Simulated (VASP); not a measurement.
A run of VASP 6.6.1 is set up as follows.

The input INCAR:

```
PREC = Accurate
ENCUT = 600
EDIFF = 1E-6
ISMEAR = -1
SIGMA = 0.1
LREAL = F
LASPH = T
NELM = 120
ALGO = Normal
ISIF = 2
LWAVE = F
LCHARG = F
GGA = PE
NBANDS = 15
GGA_COMPAT = F
```

File KPOINTS:

```
Automatic mesh
0
Gamma
  7 7 4
```

The input POSCAR:

```
Os
1.0
    2.7559294130      0.0000000000      0.0000000000
   -1.3779647065      2.3867048827      0.0000000000
    0.0000000000      0.0000000000      4.3426533307
Os
2
Direct
    0.3333333333      0.6666666667      0.2500000000
    0.6666666667      0.3333333333      0.7500000000
```

Potentials or basis: VASP PAW PBE potentials, release 64 (Os).

Run with:

```console
$ cat potpaw_PBE.64/Os/POTCAR > POTCAR
$ mpirun -np 1 vasp_std > vasp.out
```

Task: What does it give for the band gap on the k mesh?

Result: Zero (band 8 reaches 10.88 eV, above the bottom of band 9 at 7.60 eV).

Task: Predict the pressure.

Result: 0.7 GPa.

Stress tensor (GPa, compression positive):
```
 2.63  0.00  0.00
 0.00  2.63  0.00
 0.00  0.00 -3.22
```

Caveat: the k points lie up to 0.38 Å⁻¹ apart; spin-orbit coupling is left out, which moves the levels of the heavy elements.
